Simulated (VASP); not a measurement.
# SiC (Moissanite 3C) in VASP: notebook

SiC (Moissanite 3C) is run at these levels: PBE; tasks: single point, relaxation of the atoms.

Everything below comes from runs of VASP 6.6.1. Logs are shortened: lines on timing, memory, paths and dates and some standing lists are left out, and cuts for length are marked.

## (1) The cell of the first run

Symmetry: I-4m2, No. 119, tetragonal system. Conventional cell: a = 3.082 Å, b = 3.082 Å, c = 4.489 Å, α = 90.00°, β = 90.00°, γ = 90.00°. Si (site symmetry -4m2) has 4 C at 1.91 Å within 2.5 Å. Within 2.5 Å of C (site symmetry -4m2) lie 4 Si at 1.91 Å.

## (2) Single point, PBE (z stretched by +3 %, then relaxed in part)

File INCAR:

```
PREC = Accurate ; ENCUT = 520
EDIFF = 1E-7 ; ISMEAR = -1
SIGMA = 0.02 ; LREAL = F
LASPH = T ; NELM = 60
ALGO = Normal ; ISIF = 2
LWAVE = F ; LCHARG = F
GGA = PE ; NBANDS = 11
```

File KPOINTS:

```
regular mesh
0
Gamma
  17 17 17
```

File POSCAR:

```
SiC
1.0
    0.0000000000      2.1790000000      2.2443700000
    2.1790000000      0.0000000000      2.2443700000
    2.1790000000      2.1790000000      0.0000000000
Si C
1 1
Direct
    0.0000000000      0.0000000000      0.0000000000
    0.2500000000      0.2500000000      0.2500000000
```

Potentials or basis: VASP PAW PBE potentials, release 64 (Si, C).

Command:

```console
$ cat potpaw_PBE.64/Si/POTCAR potpaw_PBE.64/C/POTCAR > POTCAR
$ mpirun -np 1 vasp_std > vasp.out
```

OUTCAR:

```text
PREC = Accurate
   ENCUT = 520
   EDIFF = 1E-7
   ISMEAR = -1
   LREAL = F
   LASPH = T
   NELM = 60
   ISIF = 2
   GGA = PE

 ion  position               nearest neighbor table
   1  0.000  0.000  0.000-   2 1.91   2 1.91   2 1.91   2 1.91
   2  0.250  0.250  0.250-   1 1.91   1 1.91   1 1.91   1 1.91

  LATTYP: Found a body centered tetragonal cell.
 ALAT       =     3.0815713524
 C/A-ratio  =     1.4566399692

  Lattice vectors:

 A1 = (  -2.1790000000,   0.0000000000,   2.2443700000)
 A2 = (   2.1790000000,   0.0000000000,   2.2443700000)
 A3 = (   0.0000000000,   2.1790000000,  -2.2443700000)

Analysis of symmetry for initial positions (statically):
=====================================================================
 Subroutine PRICEL returns:
 Original cell was already a primitive cell.

 Routine SETGRP: Setting up the symmetry group for a
 body centered tetragonal supercell.

 Subroutine GETGRP returns: Found  8 space group operations
 (whereof  8 operations were pure point group operations)
 out of a pool of 16 trial point group operations.

The static configuration has the point symmetry D_2d.

Analysis of symmetry for dynamics (positions and initial velocities):
=====================================================================
 Subroutine PRICEL returns:
 Original cell was already a primitive cell.

 Routine SETGRP: Setting up the symmetry group for a
 body centered tetragonal supercell.

 Subroutine GETGRP returns: Found  8 space group operations
 (whereof  8 operations were pure point group operations)
 out of a pool of 16 trial point group operations.

The dynamic configuration has the point symmetry D_2d.

 Subroutine INISYM returns: Found  8 space group operations
 (whereof  8 operations are pure point group operations),
 and found     1 'primitive' translations

----------------------------------------------------------------------------------------

                                     Primitive cell

  volume of cell :      21.3127

  direct lattice vectors                    reciprocal lattice vectors
     0.000000000  2.179000000  2.244370000    -0.229463056  0.229463056  0.222779666
     2.179000000  0.000000000  2.244370000     0.229463056 -0.229463056  0.222779666
     2.179000000  2.179000000  0.000000000     0.229463056  0.229463056 -0.222779666

  length of vectors
     3.128136458  3.128136458  3.081571352     0.393620843  0.393620843  0.393620843

  position of ions in fractional coordinates (direct lattice)
     0.000000000  0.000000000  0.000000000
     0.250000000  0.250000000  0.250000000

  ion indices of the primitive-cell ions
   primitive index   ion index
                 1           1
                 2           2

----------------------------------------------------------------------------------------

 KPOINTS: regular mesh

Automatic generation of k-mesh.
 Grid dimensions read from file:
 generate k-points for:   17   17   17

 Generating k-lattice:

  Cartesian coordinates                     Fractional coordinates (reciprocal lattice)
    -0.013497827  0.013497827  0.013104686     0.058823529 -0.000000000  0.000000000
     0.013497827 -0.013497827  0.013104686    -0.000000000  0.058823529  0.000000000
     0.013497827  0.013497827 -0.013104686     0.000000000  0.000000000  0.058823529

  Length of vectors
     0.023154167  0.023154167  0.023154167

  Shift w.r.t. Gamma in fractional coordinates (k-lattice)
     0.000000000  0.000000000  0.000000000

 Subroutine IBZKPT returns following result:
 ===========================================

 Found    405 irreducible k-points:

 Following reciprocal coordinates:
            Coordinates               Weight
  0.000000  0.000000  0.000000      1.000000
  0.058824 -0.000000  0.000000      8.000000
  0.117647 -0.000000  0.000000      8.000000
  0.176471  0.000000  0.000000      8.000000
  0.235294 -0.000000  0.000000      8.000000
  0.294118  0.000000  0.000000      8.000000
[... 16 lines left out ...]
 -0.176471  0.058824  0.000000      8.000000
 -0.117647  0.058824  0.000000      8.000000
 [... further k-points ...]
   k-points           NKPTS =    405   k-points in BZ     NKDIM =    405   number of bands    NBANDS=     11
   number of dos      NEDOS =    301   number of ions     NIONS =      2
   total plane-waves  NPLWV =  13824
   dimension x,y,z NGX =    24 NGY =   24 NGZ =   24
   dimension x,y,z NGXF=    48 NGYF=   48 NGZF=   48
   ions per type =               1   1
   NGX,Y,Z   is equivalent  to a cutoff of  12.75, 12.75, 12.95 a.u.
   NGXF,Y,Z  is equivalent  to a cutoff of  25.51, 25.51, 25.90 a.u.
 SYSTEM =  unknown system
   PREC   = accura    normal or accurate (medium, high low for compatibility)
   ISTART =      0    job   : 0-new  1-cont  2-samecut
   ICHARG =      2    charge: 1-file 2-atom 10-const
   ISPIN  =      1    spin polarized calculation?
   LNONCOLLINEAR =      F non collinear calculations
   LSORBIT =      F    spin-orbit coupling
   LASPH  =      T    aspherical Exc in radial PAW
   ENCUT  =  520.0 eV  38.22 Ry    6.18 a.u.   5.82  5.82  5.73*2*pi/ulx,y,z
   NELM   =     60;   NELMIN=  2; NELMDL= -5     # of ELM steps
   EDIFF  = 0.1E-06   stopping-criterion for ELM
   LREAL  =      F    real-space projection
   EDIFFG = 0.1E-05   stopping-criterion for IOM
   NSW    =      0    number of steps for IOM
   IBRION =     -1    ionic relax: 0-MD 1-quasi-New 2-CG
   NFREE  =      0    steps in history (QN), initial steepest desc. (CG)
   ISIF   =      2    stress and relaxation
   ISYM   =      2    0-nonsym 1-usesym 2-fastsym
   POTIM  = 0.5000    time-step for ionic-motion
   TEBEG  =    0.0;   TEEND  =   0.0 temperature during run
   PSTRESS=    0.0 pullay stress
   NELECT =       8.0000    total number of electrons
   NUPDOWN=      -1.0000    fix difference up-down
   EMIN   =  10.00;   EMAX   =-10.00  energy-range for DOS
   EFERMI =   0.00;   METHOD = LEGACY
   ISMEAR =    -1;   SIGMA  =   0.02  broadening in eV -4-tet -1-fermi 0-gaus
   EFERMI_NEDOS =   21; number of points for ismear=-14 and -15
   IALGO  =     38    algorithm
   IMIX   =      4    mixing-type and parameters
     AMIX     =   0.40;   BMIX     =  1.00
     AMIX_MAG =   1.60;   BMIX_MAG =  1.00
  volume/ion in A,a.u.               =      10.66        71.91
  Fermi-wavevector in a.u.,A,eV,Ry     =   1.180933  2.231639 18.974716  1.394602
  Thomas-Fermi vector in A             =   2.317216
   LORBIT       =      0    0 simple, 1 ext, 2 COOP (PROOUT), +10 PAW based schemes
   GGA     = PE    functional components
   LHFCALC =     F    Hartree Fock is set to
   AEXX    =    0.0000 exact exchange contribution
   IVDW    =     0    specifies the selected vdW correction
   LEPSILON=     F    determine dielectric tensor
   LRPA    =     F    only Hartree local field effects (RPA)
 non-spin polarized calculation
  energy-cutoff  :      520.00
  volume of cell :       21.31
 maximum number of plane-waves:       596
   NGX = 11   NGY = 11   NGZ = 11

 number of electron       8.0000001 magnetization

 Free energy of the ion-electron system (eV)
  ---------------------------------------------------
  ext. energy  EPLUGINS =         0.00000000
  ---------------------------------------------------
  free energy    TOTEN  =       -15.04770909 eV

  energy without entropy =      -15.04770909  energy(sigma->0) =      -15.04770909

 E-fermi :   8.2203     XC(G=0): -11.2286

 val. band max:        7.8515044342   @ k =   0.0000   0.0000   0.0000
 cond. band min:       9.1229150625   @ k =   0.4706   0.0000   0.4706
 fundamental gap:      1.2714106283
 Fermi energy:         8.2202743848

 k-point     1 :       0.0000    0.0000    0.0000
  band No.  band energies     occupation
      1      -7.3932      2.00000
      2       7.6426      2.00000
      3       7.8515      2.00000
      4       7.8515      2.00000
      5      13.6610      0.00000
      6      14.8622      0.00000
      7      14.8622      0.00000
      8      14.9395      0.00000
      9      21.6413      0.00000
     10      22.5580      0.00000
     11      23.8063      0.00000

 k-point     2 :       0.0588   -0.0000    0.0000
  band No.  band energies     occupation
      1      -7.3271      2.00000
      2       7.3725      2.00000
      3       7.6890      2.00000
      4       7.8080      2.00000
      5      13.8332      0.00000
      6      14.8825      0.00000
      7      14.9549      0.00000
      8      15.0437      0.00000
      9      21.2469      0.00000
     10      22.0892      0.00000
     11      23.9040      0.00000

 k-point     3 :       0.1176   -0.0000    0.0000
  band No.  band energies     occupation
      1      -7.1294      2.00000
      2       6.4443      2.00000
      3       7.5208      2.00000
      4       7.6899      2.00000
      5      13.9642      0.00000
      6      15.1284      0.00000
      7      15.1935      0.00000
      8      15.3590      0.00000
      9      20.6380      0.00000
     10      21.3332      0.00000
     11      23.6951      0.00000

 k-point     4 :       0.1765    0.0000    0.0000
  band No.  band energies     occupation
      1      -6.8035      2.00000
      2       5.2128      2.00000
      3       7.3180      2.00000
      4       7.5270      2.00000
      5      13.7964      0.00000
      6      15.3793      0.00000
      7      15.4639      0.00000
      8      16.0114      0.00000
      9      20.3238      0.00000
     10      20.8153      0.00000
     11      23.1834      0.00000
[... 239 lines left out ...]
 k-point    22 :      -0.2353    0.0588    0.0000
  band No.  band energies     occupation
      1      -6.1125      2.00000
      2       3.4258      2.00000
      3       6.5178      2.00000
      4       7.4737      2.00000
      5      13.6526      0.00000
      6      15.4970      0.00000
      7      15.5593      0.00000
      8      16.7912      0.00000
      9      20.0700      0.00000
     10      21.5510      0.00000
     11      23.1207      0.00000

 k-point    23 :      -0.1765    0.0588    0.0000
  band No.  band energies     occupation
      1      -6.6003      2.00000
      2       4.7510      2.00000
      3       6.7455      2.00000
      4       7.6485      2.00000
      5      13.9046      0.00000
      6      15.3885      0.00000
      7      15.4249      0.00000
      8      16.3450      0.00000
      9      19.9778      0.00000
     10      21.1765      0.00000
     11      23.3414      0.00000

 k-point    24 :      -0.1176    0.0588    0.0000
  band No.  band energies     occupation
      1      -6.9701      2.00000
      2       6.0029      2.00000
      3       7.0062      2.00000
      4       7.7814      2.00000
      5      14.1193      0.00000
      6      14.9684      0.00000
      7      15.1666      0.00000
      8      15.9618      0.00000
      9      20.3964      0.00000
     10      21.1823      0.00000
     11      23.8242      0.00000

 [... further k-points ...]
[... 5 lines left out ...]
  --------------------------------------------------------------------------------------
  -------------------------------------------------------------------------------------
  Total       -0.0596386     -0.0596386     -1.1266873      0.0000000      0.0000000      0.0000000
  in kB       -4.4833153     -4.4833153    -84.6983729      0.0000000      0.0000000      0.0000000
  external PRESSURE =     -31.2216678 kB  Pullay stress =       0.0000000 kB

 VOLUME and BASIS-vectors are now :
 -----------------------------------------------------------------------------
  energy-cutoff  :      520.00
  volume of cell :       21.31
      direct lattice vectors                 reciprocal lattice vectors
     0.000000000  2.179000000  2.244370000    -0.229463056  0.229463056  0.222779666
     2.179000000  0.000000000  2.244370000     0.229463056 -0.229463056  0.222779666
     2.179000000  2.179000000  0.000000000     0.229463056  0.229463056 -0.222779666

 POSITION                                       TOTAL-FORCE (eV/Angst)
 -----------------------------------------------------------------------------------
      0.00000      0.00000      0.00000        -0.000000     -0.000000     -0.000000
      1.08950      1.08950      1.12218         0.000000      0.000000      0.000000
 -----------------------------------------------------------------------------------
    total drift:                                0.000000      0.000000      0.000000

  FREE ENERGIE OF THE ION-ELECTRON SYSTEM (eV)
  ---------------------------------------------------
  free  energy   TOTEN  =       -15.0477090923 eV

  energy  without entropy=      -15.0477090923  energy(sigma->0) =      -15.04770909
```

Run time: 1.7 min. Hardware: 1 thread of AMD EPYC 7R13, shared host; peak memory 0.18 GiB.

What came out:

* Free energy: -15.0477 eV
* Pressure: -3.1 GPa
* Band gap on the k mesh: 1.27 eV, indirect (least direct gap 4.50 eV)

Stress tensor (GPa, compression positive):
```
-0.45  0.00  0.00
 0.00 -0.45  0.00
 0.00  0.00 -8.47
```

Caveat: the cell differs from its parent crystal (z stretched by +3 %, then relaxed in part). A k mesh can miss the band edges.

## (3) Relaxation of the atoms, PBE (volume scaled by 0.94)

File INCAR:

```
SYSTEM = SiC
PREC = Accurate
ENCUT = 520
EDIFF = 1E-6
ISMEAR = -1
SIGMA = 0.02
LREAL = .False.
LASPH = .True.
NELM = 60
ALGO = Normal
ISIF = 2
LWAVE = .False.
LCHARG = .False.
GGA = PE
IBRION = 2
NSW = 80
EDIFFG = -0.02
```

File KPOINTS:

```
Automatic mesh
0
Gamma
  17 17 17
  0 0 0
```

File POSCAR:

```
SiC
1.0
    0.0000000000      2.1345181309      2.1345181309
    2.1345181309      0.0000000000      2.1345181309
    2.1345181309      2.1345181309      0.0000000000
Si C
1 1
Direct
    0.0000000000      0.0000000000      0.0000000000
    0.2500000000      0.2500000000      0.2500000000
```

Potentials or basis: VASP PAW PBE potentials, release 64 (Si, C).

Command:

```console
$ cat potpaw_PBE.64/Si/POTCAR potpaw_PBE.64/C/POTCAR > POTCAR
$ mpirun -np 1 vasp_std > vasp.out
```

It took 36 s on 1 thread of AMD EPYC 7R13, shared host; peak memory 0.12 GiB.

The run converged. Its results:

```
Free energy             : -14.9749 eV
Pressure after relaxing : 18.9 GPa
Band gap on the k mesh  : 1.34 eV, indirect (least direct gap 4.63 eV)
```

Final structure:
```cif
data_structure
_symmetry_space_group_name_H-M 'P 1'
_symmetry_Int_Tables_number 1
_cell_length_a 3.0187
_cell_length_b 3.0187
_cell_length_c 3.0187
_cell_angle_alpha 60.000
_cell_angle_beta 60.000
_cell_angle_gamma 60.000
_cell_volume 19.45
loop_
_atom_site_label
_atom_site_type_symbol
_atom_site_fract_x
_atom_site_fract_y
_atom_site_fract_z
_atom_site_occupancy
Si1 Si 0.00000 0.00000 0.00000 1
C1 C 0.25000 0.25000 0.25000 1
```

Levels at points of the mesh, in eV from the valence-band top:
```
           k point  band 1  band 2  band 3  band 4  band 5  band 6  band 7  band 8
(0.00, 0.00, 0.00)  -15.90    0.00    0.00    0.00    6.96    7.75    7.75    7.75
```

Caveat: the relaxation stopped at its first step, so nothing moved. A k mesh can miss the band edges.

## (4) Relaxation of the atoms, PBE (volume scaled by 0.96)

File INCAR:

```
  PREC = Accurate
  ENCUT = 520
  EDIFF = 1E-6
  ISMEAR = -1
  SIGMA = 0.02
  LREAL = F
  LASPH = T
  NELM = 80
  ALGO = Normal
  ISIF = 2
  LWAVE = F
  LCHARG = F
  GGA = PE
  IBRION = 2
  NSW = 80
  EDIFFG = -0.02
```

File KPOINTS:

```
regular mesh
0
Gamma
  17 17 17
```

File POSCAR:

```
SiC
1.0
    0.0000000000      2.1495504440      2.1495504440
    2.1495504440      0.0000000000      2.1495504440
    2.1495504440      2.1495504440      0.0000000000
Si C
1 1
Direct
    0.0000000000      0.0000000000      0.0000000000
    0.2500000000      0.2500000000      0.2500000000
```

Potentials or basis: VASP PAW PBE potentials, release 64 (Si, C).

Command:

```console
$ cat potpaw_PBE.64/Si/POTCAR potpaw_PBE.64/C/POTCAR > POTCAR
$ mpirun -np 1 vasp_std > vasp.out
```

OUTCAR:

```text
PREC = Accurate
   ENCUT = 520
   EDIFF = 1E-6
   ISMEAR = -1
   LREAL = F
   LASPH = T
   NELM = 80
   ISIF = 2
   GGA = PE
   IBRION = 2
   NSW = 80
   EDIFFG = -0.02

 ion  position               nearest neighbor table
   1  0.000  0.000  0.000-   2 1.86   2 1.86   2 1.86   2 1.86
   2  0.250  0.250  0.250-   1 1.86   1 1.86   1 1.86   1 1.86

  LATTYP: Found a face centered cubic cell.
 ALAT       =     4.2991008880

[... 454 lines left out ...]

  FORCE on cell =-STRESS in cart. coord.  units (eV):
  Direction    XX          YY          ZZ          XY          YZ          ZX
  --------------------------------------------------------------------------------------
  -------------------------------------------------------------------------------------
  Total        1.6295223      1.6295223      1.6295223      0.0000000      0.0000000     -0.0000000
  in kB      131.4310473    131.4310473    131.4310473      0.0000000      0.0000000     -0.0000000
  external PRESSURE =     131.4310473 kB  Pullay stress =       0.0000000 kB

 VOLUME and BASIS-vectors are now :
 -----------------------------------------------------------------------------
  energy-cutoff  :      520.00
  volume of cell :       19.86
      direct lattice vectors                 reciprocal lattice vectors
     0.000000000  2.149550444  2.149550444    -0.232606777  0.232606777  0.232606777
     2.149550444  0.000000000  2.149550444     0.232606777 -0.232606777  0.232606777
     2.149550444  2.149550444  0.000000000     0.232606777  0.232606777 -0.232606777

 POSITION                                       TOTAL-FORCE (eV/Angst)
 -----------------------------------------------------------------------------------
      0.00000      0.00000      0.00000        -0.000000     -0.000000      0.000000
      1.07478      1.07478      1.07478         0.000000      0.000000     -0.000000
 -----------------------------------------------------------------------------------
    total drift:                                0.000000      0.000000      0.000000

  FREE ENERGIE OF THE ION-ELECTRON SYSTEM (eV)
  ---------------------------------------------------
  free  energy   TOTEN  =       -15.0162277526 eV

  energy  without entropy=      -15.0162277526  energy(sigma->0) =      -15.01622775

 reached required accuracy - stopping structural energy minimisation
```

CONTCAR:

```text
SiC
   1.00000000000000
     0.0000000000000000    2.1495504439999999    2.1495504439999999
     2.1495504439999999    0.0000000000000000    2.1495504439999999
     2.1495504439999999    2.1495504439999999    0.0000000000000000
  Si              C
     1     1
Direct
     0.0000000000000000    0.0000000000000000    0.0000000000000000
     0.2500000000000000    0.2500000000000000    0.2500000000000000

  0.00000000E+00  0.00000000E+00  0.00000000E+00
  0.00000000E+00  0.00000000E+00  0.00000000E+00
```

Run time: 34 s. Hardware: 1 thread of AMD EPYC 7R13, shared host; peak memory 0.12 GiB.

What came out:

```
Free energy             : -15.0162 eV
Pressure after relaxing : 13.1 GPa
Band gap on the k mesh  : 1.36 eV, indirect (least direct gap 4.61 eV)
```

Final structure:
```cif
data_structure
_symmetry_space_group_name_H-M 'P 1'
_symmetry_Int_Tables_number 1
_cell_length_a 3.0399
_cell_length_b 3.0399
_cell_length_c 3.0399
_cell_angle_alpha 60.000
_cell_angle_beta 60.000
_cell_angle_gamma 60.000
_cell_volume 19.86
loop_
_atom_site_label
_atom_site_type_symbol
_atom_site_fract_x
_atom_site_fract_y
_atom_site_fract_z
_atom_site_occupancy
Si1 Si 0.00000 0.00000 0.00000 1
C1 C 0.25000 0.25000 0.25000 1
```

Levels at points of the mesh, in eV from the valence-band top:
| k point | band 2 | band 3 | band 4 | band 5 | band 6 | band 7 |
| --- | --- | --- | --- | --- | --- | --- |
| (0.00, 0.00, 0.00) | 0.00 | 0.00 | 0.00 | 6.71 | 7.60 | 7.60 |

Caveat: the relaxation stopped at its first step, so nothing moved. A k mesh can miss the band edges.

## (5) Summary

| task | cell | gap on the mesh (eV) | pressure (GPa) |
| --- | --- | --- | --- |
| single point | a = 3.128, b = 3.128, c = 3.082 Å, angles 60.5, 60.5, 59.0°, 2 atoms | 1.27 | -3.1 |
| relaxation of the atoms | atoms relaxed from a = 3.019 Å, angles 60.0°, 2 atoms | 1.34 | 18.9 |
| relaxation of the atoms | atoms relaxed from a = 3.040 Å, angles 60.0°, 2 atoms | 1.36 | 13.1 |

Alike in all rows: level PBE; potentials or basis VASP PAW PBE potentials, release 64 (Si, C); no spin polarisation; k mesh 17 × 17 × 17; cutoff (eV) 520; smearing fermi-dirac 0.02 eV.

Caveats: the relaxation stopped at its first step, so nothing moved (some runs).

Total energies depend on the potentials used, so only differences within one code and one set of settings carry meaning.
